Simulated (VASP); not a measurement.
# PtSe2: single point with PBEsol

Crystal: PtSe2.

```
Pt Se
1.0
     3.75530    0.00000    0.00000
    -1.87765    3.25218    0.00000
     0.00000    0.00000    4.78603
Pt Se
1 2
Direct
  0.00000 0.00000 0.00000
  0.33333 0.66667 0.26479
  0.66667 0.33333 0.73521
```

| Quantity | Value |
| --- | --- |
| Program | VASP 6.6.1 |
| Task | single point |
| Functional | PBEsol |
| Potentials or basis | VASP PAW PBE potentials, release 64 (Pt, Se) |
| Cutoff | 500 eV |
| k mesh | 12 × 12 × 8 |
| Occupations | fermi-dirac, width 0.15 eV |
| Spin | no spin polarisation |
| Dipole correction | no |
| Further INCAR settings | ALGO = Normal; EDIFF = 1e-06; NBANDS = 18 |

The pressure is 1.1 GPa and the largest force is 0.016 eV/Å. The band gap on the k mesh is zero (band 11 reaches 7.62 eV, above the bottom of band 12 at 6.75 eV).

Forces in eV/Å, atoms in the order of the input:
```
Pt   0.000  0.000  0.000
Se   0.000  0.000  0.016
Se   0.000  0.000 -0.016
```

Levels at points of the mesh, in eV from the Fermi level:
```
           k point  band 8  band 9  band 10  band 11  band 12  band 13  band 14  band 15
(0.00, 0.00, 0.00)   -2.41   -0.96    -0.96     0.89     1.17     1.17     3.24     4.19
(0.50, 0.00, 0.00)   -3.72   -3.31    -3.25    -2.89     0.58     2.65     5.08     6.13
(0.00, 0.00, 0.50)   -2.90   -1.68    -1.68    -1.62     2.47     2.47     4.97     6.56
(0.50, 0.00, 0.50)   -3.33   -3.06    -2.61    -1.05     0.70     1.57     4.85     5.05
```

It took 39 s on 1 thread of Intel(R) Xeon(R) 6975P-C (Granite Rapids), on a shared host, peak memory 0.27 GiB.

Caveat: the PAW data sets were made with another functional, which shifts forces and pressure a little; spin-orbit coupling is left out, which moves the levels of the heavy elements.
